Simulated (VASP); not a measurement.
Crystal: CoO.

```
Co O
1.0
     0.00000    2.13150    2.13150
     2.13150    0.00000    2.13150
     2.13150    2.13150    0.00000
Co O
1 1
Direct
  0.00000 0.00000 0.00000
  0.50000 0.50000 0.50000
```

Base run:

```yaml
Program: VASP 6.6.1
Functional: LDA
Potentials_or_basis: VASP PAW LDA potentials, release 64 (Co, O)
Cutoff: 520 eV
k_mesh: 8 × 8 × 8
Occupations: gaussian, width 0.05 eV
Spin: no spin polarisation
Hubbard_terms: Co d U = 4.0 eV
```

Its results: pressure -37.6 GPa.

Problem. The run is repeated on the same cell with these changes: spin from no spin polarisation to collinear spin, ferrimagnetic start; further incar settings from ALGO = Normal; EDIFF = 1e-07; NBANDS = 14 to ALGO = Normal; EDIFF = 1e-06; NBANDS = 18. What comes out?

Solution. Pressure -19.2 GPa; net moment 3.00 μB per cell; site moments Co +2.71; O +0.27 μB.

Caveats: an odd number of electrons without spin polarisation forces a metal (some runs); a magnetic or distorted state may lie lower (some runs); U without spin polarisation on a metal has little footing (some runs); a cell with one magnetic atom can't hold antiferromagnetic order, which such compounds often take (some runs).
